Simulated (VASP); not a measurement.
Wanted: the native input for a VASP 6.6.1 run.

- Task: single point
- Functional: PBEsol
- Potentials or basis: VASP PAW PBE potentials, release 64 (Cd, S)
- Cutoff: 520 eV
- k mesh: 12 × 12 × 12
- Occupations: fermi-dirac, width 0.1 eV
- Spin: no spin polarisation
- Dipole correction: no
- Further INCAR settings: ALGO = Normal; EDIFF = 1e-06; NBANDS = 16

The structure of CdS lies in POSCAR:

```
CdS
1.0
    2.9122860629      2.9122860629      0.0000000000
   -2.9122860629      2.9122860629      0.0000000000
    0.0000000000      2.9122860629      2.9122860629
Cd S
1 1
Direct
    0.0000000000      0.0000000000      0.0000000000
    0.7500000000      0.2500000000      0.5000000000
```

One way to write it, as run:

INCAR

```
  PREC = Accurate
  ENCUT = 520
  EDIFF = 1E-6
  ISMEAR = -1
  SIGMA = 0.1
  LREAL = False
  LASPH = True
  NELM = 80
  ALGO = Normal
  ISIF = 2
  LWAVE = False
  LCHARG = False
  GGA = PS
  NBANDS = 16
```

KPOINTS

```
Automatic mesh
0
Gamma
  12 12 12
```

Potentials or basis: VASP PAW PBE potentials, release 64 (Cd, S).

Launch:

```bash
$ cat potpaw_PBE.64/Cd/POTCAR potpaw_PBE.64/S/POTCAR > POTCAR
$ mpirun -np 1 vasp_std > vasp.out
```

Results of the run:

```json
{
  "Pressure": "0.4 GPa",
  "Band gap on the k mesh": "1.02 eV"
}
```

Caveat: the PAW data sets were made with another functional, which shifts forces and pressure a little.

Run time: 16 s on 1 thread of Intel(R) Xeon(R) 6975P-C (Granite Rapids), with other jobs on the host, peak memory 0.21 GiB.
